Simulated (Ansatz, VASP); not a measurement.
# Se in VASP and in Ansatz

```
CELL_PARAMETERS angstrom
4.50313 0.00000 0.00000
-2.25156 3.89982 0.00000
0.00000 0.00000 4.99158
ATOMIC_POSITIONS crystal
Se 0.21721 0.00000 0.33333
Se 0.00000 0.21721 0.66667
Se 0.78279 0.78279 0.00000
```

Alike in both runs: functional r2SCAN; k mesh 12 × 12 × 8; occupations gaussian, width 0.02 eV; no spin polarisation.

Ansatz relaxed the structure, and its values are those at the end. VASP's run is a single point on that final structure, the one shown.

|  | VASP | Ansatz |
| --- | --- | --- |
| version | VASP 6.6.1 | Ansatz 0.2.0 |
| potentials or method | VASP PAW PBE potentials, release 64 (Se), cutoff 520 eV | scalar-relativistic, plane waves, PAW |
| valence electrons in the cell | 18 | 48 |

```csv
,VASP,Ansatz,Ansatz less VASP
gap on the k mesh at the Fermi level (eV),1.31,1.32,+0.010
least direct gap on the mesh (eV),1.58,1.59,+0.011
pressure (GPa),0.0,0.0,+0.03
```

VASP's potentials were made for PBE, not for r2SCAN. The functional is the same, so the differences come from potentials, cutoffs and numerics. VASP's potentials hold 18 valence electrons a cell and Ansatz's 48, so a difference there can come from the potentials and not from the codes.
